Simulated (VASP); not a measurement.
# CaO (rock salt type) in VASP: notebook, part 2 of 2

VASP 6.6.1.

## (3) Single point, PBE

File INCAR:

```
PREC = Accurate ; ENCUT = 520
EDIFF = 1E-7 ; ISMEAR = -1
SIGMA = 0.02 ; LREAL = F
LASPH = T ; NELM = 80
ALGO = Normal ; ISIF = 2
LWAVE = F ; LCHARG = F
GGA = PE ; NBANDS = 15
```

File KPOINTS:

```
Automatic mesh
0
Gamma
  6 6 6
```

File POSCAR:

```
CaO
1.0
    0.0000000000      2.4150000000      2.4150000000
    2.4150000000      0.0000000000      2.4150000000
    2.4150000000      2.4150000000      0.0000000000
Ca O
1 1
Direct
    0.0000000000      0.0000000000      0.0000000000
    0.5000000000      0.5000000000      0.5000000000
```

Potentials or basis: VASP PAW PBE potentials, release 64 (Ca_sv, O).

Started as:

```
cat potpaw_PBE.64/Ca_sv/POTCAR potpaw_PBE.64/O/POTCAR > POTCAR
mpirun -np 1 vasp_std > vasp.out
```

OUTCAR:

```text
PREC = Accurate
   ENCUT = 520
   EDIFF = 1E-7
   ISMEAR = -1
   LREAL = F
   LASPH = T
   NELM = 80
   ISIF = 2
   GGA = PE

 ion  position               nearest neighbor table
   1  0.000  0.000  0.000-   2 2.42   2 2.42   2 2.42   2 2.42   2 2.42   2 2.42
   2  0.500  0.500  0.500-   1 2.42   1 2.42   1 2.42   1 2.42   1 2.42   1 2.42

  LATTYP: Found a face centered cubic cell.
 ALAT       =     4.8300000000

  Lattice vectors:

 A1 = (   0.0000000000,   2.4150000000,   2.4150000000)
 A2 = (   2.4150000000,   0.0000000000,   2.4150000000)
 A3 = (   2.4150000000,   2.4150000000,   0.0000000000)

Analysis of symmetry for initial positions (statically):
=====================================================================
 Subroutine PRICEL returns:
 Original cell was already a primitive cell.

 Routine SETGRP: Setting up the symmetry group for a
 face centered cubic supercell.

 Subroutine GETGRP returns: Found 48 space group operations
 (whereof 48 operations were pure point group operations)
 out of a pool of 48 trial point group operations.

The static configuration has the point symmetry O_h .

Analysis of symmetry for dynamics (positions and initial velocities):
=====================================================================
 Subroutine PRICEL returns:
 Original cell was already a primitive cell.

 Routine SETGRP: Setting up the symmetry group for a
 face centered cubic supercell.

 Subroutine GETGRP returns: Found 48 space group operations
 (whereof 48 operations were pure point group operations)
 out of a pool of 48 trial point group operations.

The dynamic configuration has the point symmetry O_h .

 Subroutine INISYM returns: Found 48 space group operations
 (whereof 48 operations are pure point group operations),
 and found     1 'primitive' translations

----------------------------------------------------------------------------------------

                                     Primitive cell

  volume of cell :      28.1696
[... 109 lines left out ...]
   LEPSILON=     F    determine dielectric tensor
   LRPA    =     F    only Hartree local field effects (RPA)
 non-spin polarized calculation
  energy-cutoff  :      520.00
  volume of cell :       28.17
 maximum number of plane-waves:       769
 NGX is ok and might be reduce to    28
   NGX = 13   NGY = 13   NGZ = 13

 number of electron      15.9999999 magnetization

 Free energy of the ion-electron system (eV)
  ---------------------------------------------------
  ext. energy  EPLUGINS =         0.00000000
  ---------------------------------------------------
  free energy    TOTEN  =       -12.80509476 eV

  energy without entropy =      -12.80509476  energy(sigma->0) =      -12.80509476

 E-fermi :   2.8384     XC(G=0): -10.4041

 val. band max:        2.2671269492   @ k =   0.0000   0.0000   0.0000
 cond. band min:       5.9063583425   @ k =   0.5000   0.5000   0.0000
 fundamental gap:      3.6392313934
 Fermi energy:         2.8383847669

 k-point     1 :       0.0000    0.0000    0.0000
  band No.  band energies     occupation
      1     -35.4302      2.00000
      2     -16.2045      2.00000
      3     -16.2045      2.00000
      4     -16.2045      2.00000
      5     -13.2367      2.00000
      6       2.2671      2.00000
      7       2.2671      2.00000
      8       2.2671      2.00000
      9       6.8619      0.00000
     10       8.4561      0.00000
     11       8.4561      0.00000
     12       8.4561      0.00000
     13       9.9343      0.00000
     14       9.9343      0.00000
[... 257 lines left out ...]
      2     -16.6891      2.00000
      3     -16.5611      2.00000
      4     -16.5115      2.00000
      5     -12.7245      2.00000
      6       1.0540      2.00000
      7       1.2103      2.00000
      8       1.4598      2.00000
      9       7.2675      0.00000
     10       9.8668      0.00000
     11      10.5010      0.00000
     12      11.7058      0.00000
     13      11.8603      0.00000
     14      15.0343      0.00000
     15      15.7239      0.00000

------------------------ aborting loop because EDIFF is reached ----------------------------------------

  FORCE on cell =-STRESS in cart. coord.  units (eV):
  Direction    XX          YY          ZZ          XY          YZ          ZX
  --------------------------------------------------------------------------------------
  -------------------------------------------------------------------------------------
  Total        0.1074763      0.1074763      0.1074763     -0.0000000      0.0000000      0.0000000
  in kB        6.1128224      6.1128224      6.1128224     -0.0000000      0.0000000      0.0000000
  external PRESSURE =       6.1128224 kB  Pullay stress =       0.0000000 kB

 VOLUME and BASIS-vectors are now :
 -----------------------------------------------------------------------------
  energy-cutoff  :      520.00
  volume of cell :       28.17
      direct lattice vectors                 reciprocal lattice vectors
     0.000000000  2.415000000  2.415000000    -0.207039337  0.207039337  0.207039337
     2.415000000  0.000000000  2.415000000     0.207039337 -0.207039337  0.207039337
     2.415000000  2.415000000  0.000000000     0.207039337  0.207039337 -0.207039337

 POSITION                                       TOTAL-FORCE (eV/Angst)
 -----------------------------------------------------------------------------------
      0.00000      0.00000      0.00000         0.000000      0.000000     -0.000000
      2.41500      2.41500      2.41500        -0.000000     -0.000000      0.000000
 -----------------------------------------------------------------------------------
    total drift:                                0.000000      0.000000      0.000000

  FREE ENERGIE OF THE ION-ELECTRON SYSTEM (eV)
  ---------------------------------------------------
  free  energy   TOTEN  =       -12.8050947568 eV

  energy  without entropy=      -12.8050947568  energy(sigma->0) =      -12.80509476
```

stdout:

```text
POSCAR found type information on POSCAR CaO
 POSCAR found :  2 types and       2 ions
 scaLAPACK will be used
 LDA part: xc-table for (Slater+PW92), standard interpolation
 POSCAR, INCAR and KPOINTS ok, starting setup
 FFT: planning ... GRIDC
 FFT: planning ... GRID_SOFT
 FFT: planning ... GRID
 WAVECAR not read
 entering main loop
```

Run time: 4.5 s. Hardware: 1 thread of Intel Xeon 6975P-C (Granite Rapids), shared host; peak memory 0.15 GiB.

What came out:

- Free energy: -12.8051 eV
- Pressure: 0.6 GPa
- Band gap on the k mesh: 3.64 eV (least direct gap 4.02 eV)

Levels at points of the mesh, in eV from the valence-band top:
```tsv
k point	band 5	band 6	band 7	band 8	band 9	band 10	band 11	band 12
(0.00, 0.00, 0.00)	-15.50	0.00	0.00	0.00	4.59	6.19	6.19	6.19
(0.50, 0.00, 0.00)	-14.37	-2.60	-1.17	-1.17	6.98	8.27	8.27	8.39
(0.50, 0.50, 0.00)	-15.26	-1.31	-0.38	-0.38	3.64	7.94	8.81	9.43
```

A k mesh can miss the band edges.

## (4) Single point, PBE

File INCAR:

```
SYSTEM = CaO
ALGO     = Normal         ! electronic algorithm
EDIFF    = 1E-7           ! SCF threshold, eV
ENCUT    = 520            ! plane-wave cutoff, eV
GGA      = PE             ! functional
ISIF     = 2              ! what is computed and relaxed
ISMEAR   = -1             ! smearing method
LASPH    = .TRUE.         ! aspherical terms in the spheres
LCHARG   = .FALSE.        ! write CHGCAR
LREAL    = .FALSE.        ! projectors in reciprocal space
LWAVE    = .FALSE.        ! write WAVECAR
NBANDS   = 15             ! bands
NELM     = 80             ! most SCF steps
PREC     = Accurate       ! precision mode
SIGMA    = 0.02           ! smearing width, eV
```

File KPOINTS:

```
k-points
0
G
  6 6 6
  0 0 0
```

POSCAR is that of step 3.

Started as:

```
cat potpaw_PBE.64/Ca_sv/POTCAR potpaw_PBE.64/O/POTCAR > POTCAR
mpirun -np 1 vasp_std > vasp.out
```

Run time: 4.4 s. Hardware: 1 thread of Intel Xeon 6975P-C (Granite Rapids), shared host; peak memory 0.15 GiB.

It converged, with:

```
Free energy            : -12.8051 eV
Pressure               : 0.6 GPa
Band gap on the k mesh : 3.64 eV (least direct gap 4.02 eV)
```

Levels at points of the mesh, in eV from the valence-band top:
```tsv
k point	band 4	band 5	band 6	band 7	band 8	band 9	band 10	band 11	band 12	band 13
(0.00, 0.00, 0.00)	-18.47	-15.50	0.00	0.00	0.00	4.59	6.19	6.19	6.19	7.67
(0.50, 0.00, 0.00)	-18.52	-14.37	-2.60	-1.17	-1.17	6.98	8.27	8.27	8.39	10.30
(0.50, 0.50, 0.00)	-18.69	-15.26	-1.31	-0.38	-0.38	3.64	7.94	8.81	9.43	9.43
```

## (5) Single point, PBE

File INCAR:

```
SYSTEM = CaO
ALGO     = Normal         ! electronic algorithm
EDIFF    = 1E-6           ! SCF threshold, eV
ENCUT    = 520            ! plane-wave cutoff, eV
GGA      = PE             ! functional
ISIF     = 2              ! what is computed and relaxed
ISMEAR   = -1             ! smearing method
LASPH    = .True.         ! aspherical terms in the spheres
LCHARG   = .False.        ! write CHGCAR
LREAL    = .False.        ! projectors in reciprocal space
LWAVE    = .False.        ! write WAVECAR
NBANDS   = 15             ! bands
NELM     = 80             ! most SCF steps
PREC     = Accurate       ! precision mode
SIGMA    = 0.1            ! smearing width, eV
```

File KPOINTS:

```
k-points
0
Gamma
  8 8 8
  0 0 0
```

POSCAR is that of step 4.

Started as:

```
cat potpaw_PBE.64/Ca_sv/POTCAR potpaw_PBE.64/O/POTCAR > POTCAR
mpirun -np 1 vasp_std > vasp.out
```

Run time: 6.1 s. Hardware: 1 thread of Intel Xeon 6975P-C (Granite Rapids), shared host; peak memory 0.15 GiB.

The run converged. Its results:

- Free energy: -12.8052 eV
- Pressure: 0.6 GPa
- Band gap on the k mesh: 3.64 eV (least direct gap 4.02 eV)

Levels at points of the mesh, in eV from the valence-band top:
```csv
k point,band 4,band 5,band 6,band 7,band 8,band 9,band 10,band 11,band 12,band 13
"(0.00, 0.00, 0.00)",-18.47,-15.50,0.00,0.00,0.00,4.59,6.19,6.19,6.19,7.67
"(0.50, 0.00, 0.00)",-18.52,-14.37,-2.60,-1.17,-1.17,6.98,8.27,8.27,8.39,10.30
"(0.50, 0.50, 0.00)",-18.69,-15.26,-1.31,-0.38,-0.38,3.64,7.93,8.81,9.43,9.43
```

## (6) Summary

| cell | k mesh | smearing | gap on the mesh (eV) | pressure (GPa) |
| --- | --- | --- | --- | --- |
| as given, atomic positions A | 4 × 4 × 4 | fermi-dirac 0.05 eV | 3.67 | 0.8 |
| as given, atomic positions B | 6 × 6 × 6 | fermi-dirac 0.02 eV | 3.64 | 0.6 |
| as given, atomic positions B | 8 × 8 × 8 | fermi-dirac 0.1 eV | 3.64 | 0.6 |

Alike in all rows: task single point; level PBE; potentials or basis VASP PAW PBE potentials, release 64 (Ca_sv, O); no spin polarisation; cutoff (eV) 520.

Caveats: some runs use coarse meshes.

Absolute energies hang on the potentials; compare differences alone.
